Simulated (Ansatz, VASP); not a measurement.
**RuC2N2 in VASP and in Ansatz**

```xyz
10
Lattice="5.7812 0.0000 0.0000 0.0000 5.7812 0.0000 0.0000 0.0000 5.7812" Properties=species:S:1:pos:R:3 pbc="T T T"
Ru    0.0000    0.0000    0.0000
Ru    2.8906    2.8906    2.8906
C     1.1006    1.1006    1.1006
C     1.1006    4.6806    4.6806
C     4.6806    1.1006    4.6806
C     4.6806    4.6806    1.1006
N     1.7950    1.7950    1.7950
N     1.7950    3.9862    3.9862
N     3.9862    1.7950    3.9862
N     3.9862    3.9862    1.7950
```

Alike in both runs: functional PBE; k mesh 8 × 8 × 8; occupations gaussian, width 0.1 eV; no spin polarisation.

Ansatz relaxed the structure, and its values are those at the end. VASP's run is a single point on that final structure, the one shown.

|  | VASP | Ansatz |
| --- | --- | --- |
| version | VASP 6.6.1 | Ansatz 0.2.0 |
| potentials or method | VASP PAW PBE potentials, release 64 (Ru_pv, C, N), cutoff 520 eV | scalar-relativistic, plane waves, PAW |
| valence electrons in the cell | 64 | 68 |

|  | VASP | Ansatz | Ansatz less VASP |
| --- | --- | --- | --- |
| gap on the k mesh at the Fermi level (eV) | none | none | - |
| pressure (GPa) | 0.1 | 0.0 | -0.11 |
| rms of the force components (eV/Å) | 0.121 | 0.004 | -0.1162 |

A gap of «none» marks a metal or a gap that the smearing closes. One of these differences is far larger than is usual between the two programs; its cause wasn't traced. With one functional, cell and mesh, what is left measures potentials, basis and numerics. VASP's potentials hold 64 valence electrons a cell and Ansatz's 68, so a difference there can come from the potentials and not from the codes.

Noted on VASP's run: the standard files for N, O and F lose accuracy on very short bonds.
